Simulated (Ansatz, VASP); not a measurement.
## Two plane-wave programs on Zr3S2

INCAR

```
PREC = Accurate
ENCUT = 600
EDIFF = 1E-6
ISMEAR = -1
SIGMA = 0.05
LREAL = F
LASPH = T
NELM = 60
ALGO = Normal
ISIF = 3
LWAVE = F
LCHARG = F
IBRION = 2
NSW = 60
EDIFFG = -0.01
```

The input KPOINTS:

```
Automatic mesh
0
Gamma
  6 6 6
```

POSCAR

```
Zr3S2
1.0
    2.9025379727      1.6757810799      3.4877732718
   -2.9025379727      1.6757810799      3.4877732718
    0.0000000000     -3.3515621597      3.4877732718
Zr S
3 2
Direct
    0.8387270000      0.5000000000      0.1612730000
    0.5000000000      0.1612730000      0.8387270000
    0.1612730000      0.8387270000      0.5000000000
    0.6650230000      0.6650230000      0.6650230000
    0.3349770000      0.3349770000      0.3349770000
```

Contents of input.yaml:

```yaml
crystal:
  lattice:
    - [2.9025379727, 1.6757810799, 3.4877732718]
    - [-2.9025379727, 1.6757810799, 3.4877732718]
    - [0.0, -3.3515621597, 3.4877732718]
  atoms:
    - { symbol: Zr, position: [0.838727, 0.5, 0.161273] }
    - { symbol: Zr, position: [0.5, 0.161273, 0.838727] }
    - { symbol: Zr, position: [0.161273, 0.838727, 0.5] }
    - { symbol: S, position: [0.665023, 0.665023, 0.665023] }
    - { symbol: S, position: [0.334977, 0.334977, 0.334977] }
hamiltonian:
  xc: lda
  pseudopotentials: { kind: paw }
kpoints:
  mp_grid: { grid: [6, 6, 6] }
scf:
  occupations: { method: fermi_dirac, width: 0.05 }
output:
  forces: true
  stress: true
  eigenvalues: true
  write_density: true
  write_potential: true
  elf: true
  volumetric_format: npy
relax:
  f_tol: 0.01
  max_steps: 40
  cell: { stress_tol: 0.05 }
```

Alike in both runs: task relaxation of cell and atoms; functional LDA; k mesh 6 × 6 × 6; occupations fermi-dirac, width 0.05 eV; no spin polarisation.

|  | VASP | Ansatz |
| --- | --- | --- |
| version | VASP 6.6.1 | Ansatz 0.2.0 |
| potentials or method | VASP PAW LDA potentials, release 64 (Zr_sv, S) | Ansatz PAW |
| plane-wave cutoff (eV) | 600 | 420 |
| valence electrons in the cell | 48 | 48 |

```csv
,VASP,Ansatz,Ansatz less VASP
"gap on the k mesh at the Fermi level, each at its own relaxed structure (eV)",none,none,-
relaxed volume (Å³/atom),19.15,19.13,-0.020
relaxed cell length with the largest relative difference (Å),4.740,4.737,-0.0027
```

LDA's correlation is that of Perdew and Zunger in VASP and of Perdew and Wang (1992) in Ansatz. A gap of «none» marks a metal or a gap that the smearing closes.

Noted on Ansatz's run: the plane-wave basis is chosen anew once the cell has moved, so the energies of steps on either side of that aren't comparable.
